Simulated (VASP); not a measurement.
Wanted: the native input for a VASP 6.6.1 run.

```yaml
Task: single point
Functional: PBE
Potentials_or_basis: VASP PAW PBE potentials, release 64 (Al, As, Ga_d)
Cutoff: 520 eV
k_mesh: 6 × 6 × 6
Occupations: fermi-dirac, width 0.02 eV
Spin: no spin polarisation
Dipole_correction: no
Further_INCAR_settings: ALGO = Normal; EDIFF = 1e-06; NBANDS = 31
```

The structure of Al3GaAs4 lies in POSCAR:

```
Al3GaAs4
1.0
   -2.8380025367      2.8380025367      5.6760419462
    2.8380025367     -2.8380025367      5.6760419462
    2.8380025367      2.8380025367     -5.6760419462
Al As Ga
3 4 1
Direct
    0.7500000000      0.2500000000      0.5000000000
    0.5000000000      0.5000000000      0.0000000000
    0.2500000000      0.7500000000      0.5000000000
    0.1249423858      0.6246537848      0.0000000000
    0.8750576142      0.8750576142      0.4997113990
    0.6246537848      0.1249423858      0.0000000000
    0.3753462152      0.3753462152      0.5002886010
    0.0000000000      0.0000000000      0.0000000000
```

The input as run:

INCAR

```
PREC = Accurate
ENCUT = 520
EDIFF = 1E-6
ISMEAR = -1
SIGMA = 0.02
LREAL = F
LASPH = T
NELM = 80
ALGO = Normal
ISIF = 2
LWAVE = F
LCHARG = F
GGA = PE
NBANDS = 31
```

KPOINTS

```
Automatic mesh
0
Gamma
  6 6 6
```

Potentials or basis: VASP PAW PBE potentials, release 64 (Al, As, Ga_d).

Command:

```console
$ cat potpaw_PBE.64/Al/POTCAR potpaw_PBE.64/As/POTCAR potpaw_PBE.64/Ga_d/POTCAR > POTCAR
$ mpirun -np 1 vasp_std > vasp.out
```

Results of the run:

* Pressure: 2.3 GPa
* Largest force: 0.053 eV/Å
* Band gap on the k mesh: 1.46 eV, indirect (least direct gap 1.47 eV)

It took 3.6 min on 1 thread of Intel(R) Xeon(R) Platinum 8375C CPU @ 2.90GHz (Ice Lake), on a shared host, peak memory 0.49 GiB.
